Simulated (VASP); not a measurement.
Wanted: the native input for a VASP 6.6.1 run.

```
Task                   : single point
Functional             : PBE
Potentials or basis    : VASP PAW PBE potentials, release 64 (Ba_sv, Ti_sv, O)
Cutoff                 : 520 eV
k mesh                 : 7 × 7 × 7
Occupations            : fermi-dirac, width 0.05 eV
Spin                   : no spin polarisation
Hubbard terms          : Ti d U = 4.0 eV
Dipole correction      : no
Further INCAR settings : ALGO = Normal; EDIFF = 1e-07; NBANDS = 28
```

The structure of BaTiO3 lies in POSCAR:

```
BaTiO3
1.0
    2.8276681600      1.6325549700      2.3177316100
   -2.8276681600      1.6325549700      2.3177316100
    0.0000000000     -3.2651099400      2.3177316100
Ba Ti O
1 1 3
Direct
    0.0334731600      0.9884685300      0.0018377600
    0.5061032600      0.5274847800      0.5372321600
    0.4862471500      0.4971470800      0.9711514600
    0.4740898700      0.9864150100      0.4720123700
    0.9787865600      0.4791845900      0.4964662400
```

The input as run:

INCAR

```
  ALGO = Normal
  EDIFF = 1E-7
  ENCUT = 520
  GGA = PE
  ISIF = 2
  ISMEAR = -1
  LASPH = True
  LCHARG = True
  LDAU = True
  LDAUJ = 0 0 0
  LDAUL = -1 2 -1
  LDAUPRINT = 1
  LDAUTYPE = 2
  LDAUU = 0 4 0
  LELF = True
  LMAXMIX = 4
  LREAL = False
  LVHAR = True
  LWAVE = False
  NBANDS = 28
  NELM = 150
  PREC = Accurate
  SIGMA = 0.05
```

KPOINTS

```
k-points
0
Gamma
  7 7 7
```

Potentials or basis: VASP PAW PBE potentials, release 64 (Ba_sv, Ti_sv, O).

The run is started by

```console
$ cat potpaw_PBE.64/Ba_sv/POTCAR potpaw_PBE.64/Ti_sv/POTCAR potpaw_PBE.64/O/POTCAR > POTCAR
$ mpirun -np 1 vasp_std > vasp.out
```

It gave:

- Pressure: 15.3 GPa
- Largest force: 3.515 eV/Å
- Band gap on the k mesh: 3.18 eV (least direct gap 3.71 eV)

Caveat: the stress differs along the axes, from 13 to 18 GPa; spin-orbit coupling is left out, which moves the levels of the heavy elements; forces of over 1 eV/Å act on the atoms, so gaps and moduli don't describe the material at rest.

It took 4.2 min on 1 thread of Intel(R) Xeon(R) Platinum 8488C (Sapphire Rapids), with other jobs on the host, peak memory 0.4 GiB.
